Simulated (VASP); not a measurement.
Write the native input for VASP 6.6.1 that does the following.

* Task: single point
* Functional: LDA
* Potentials or basis: VASP PAW LDA potentials, release 64 (Sb)
* Cutoff: 520 eV
* k mesh: 13 × 13 × 9
* Occupations: fermi-dirac, width 0.1 eV
* Spin: no spin polarisation
* Dipole correction: no
* Further INCAR settings: ALGO = Normal; EDIFF = 1e-06; NBANDS = 12

The structure of Sb lies in POSCAR:

```
Sb
1.0
   -3.0577748895      3.0597549317      1.6335789288
    3.0597549317     -3.0577748895      1.6335789288
    3.0936959893      3.0936959893     -1.6299524778
Sb
2
Direct
    0.9999743445      0.0000256555      0.0000000000
    0.7500256555      0.2499743445      0.5000000000
```

This cell differs from its parent crystal: volume scaled by 1.12.

One way to write it, as run:

INCAR

```
SYSTEM = Sb
ALGO = Normal
EDIFF = 1E-6
ENCUT = 520
ISIF = 2
ISMEAR = -1
LASPH = .True.
LCHARG = .False.
LREAL = .False.
LWAVE = .False.
NBANDS = 12
NELM = 60
PREC = Accurate
SIGMA = 0.1
```

KPOINTS

```
k-points
0
Gamma
  13 13 9
  0 0 0
```

Potentials or basis: VASP PAW LDA potentials, release 64 (Sb).

The run is started by

```console
$ cat potpaw_LDA.64/Sb/POTCAR > POTCAR
$ mpirun -np 1 vasp_std > vasp.out
```

Results of the run:

```json
{
  "Pressure": "-5.7 GPa",
  "Largest force": "0.004 eV/Å",
  "Band gap on the k mesh": "zero (band 5 reaches 9.80 eV, above the bottom of band 6 at 4.52 eV)"
}
```

Caveat: spin-orbit coupling is left out, which moves the levels of the heavy elements.

Wall time 74 s on 1 thread of Intel(R) Xeon(R) 6975P-C (Granite Rapids), on a shared host, peak memory 0.36 GiB.
